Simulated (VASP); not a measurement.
Crystal: WC (rocksalt type).

```
CELL_PARAMETERS angstrom
0.00000 2.15443 2.15443
2.15443 0.00000 2.15443
2.15443 2.15443 0.00000
ATOMIC_POSITIONS crystal
W 0.00000 0.00000 0.00000
C 0.50000 0.50000 0.50000
```

- Program: VASP 6.6.1
- Task: relaxation of cell and atoms
- Functional: PBE
- Potentials or basis: VASP PAW PBE potentials, release 64 (W_sv, C)
- Cutoff: 600 eV
- k mesh: 16 × 16 × 16
- Occupations: fermi-dirac, width 0.08 eV
- Spin: no spin polarisation

At the start: pressure 21.1 GPa; volume 10.00 Å³/atom.

Task: How do energy, volume and symmetry change on relaxing?

Result: Over 16 steps the energy falls by 33.3 meV/atom and the volume is 10.53 Å³/atom (+5.3 %); space group Fm-3m (No. 225, to 0.1 Å) before and after.

The path:
| step | energy change (eV) | largest force (eV/Å) | pressure (GPa) | volume (Å³) |
| --- | --- | --- | --- | --- |
| 1 | 0.0000 | 0.0000 | 21.08 | 20.00 |
| 2 | 0.3155 | 0.0000 | -36.35 | 24.06 |
| 3 | -0.0664 | 0.0000 | -0.99 | 21.12 |
| 4 | -0.0665 | 0.0000 | -0.08 | 21.06 |
| 5 | -0.0665 | 0.0000 | 0.29 | 21.04 |
| 6 | -0.0665 | 0.0000 | 0.31 | 21.04 |
| 7 | -0.0665 | 0.0000 | 0.29 | 21.05 |
| 8 | -0.0665 | 0.0000 | 0.26 | 21.05 |
| 9 | -0.0665 | 0.0000 | 0.25 | 21.05 |
| 10 | -0.0665 | 0.0000 | 0.25 | 21.05 |
| 11 | -0.0665 | 0.0000 | 0.25 | 21.05 |
| 12 | -0.0665 | 0.0000 | 0.25 | 21.05 |
| 13 | -0.0665 | 0.0000 | 0.25 | 21.05 |
| 14 | -0.0665 | 0.0000 | 0.25 | 21.05 |
| 15 | -0.0665 | 0.0000 | 0.20 | 21.05 |
| 16 | -0.0666 | 0.0000 | 0.04 | 21.06 |

Final structure:
```
W C
1.0
     0.00000    2.19181    2.19181
     2.19181    0.00000    2.19181
     2.19181    2.19181    0.00000
W C
1 1
Cartesian
  2.1918 2.1918 4.3836
  2.1918 2.1918 2.1918
```

Caveat: the highest band is partly filled, so the run has too few bands.
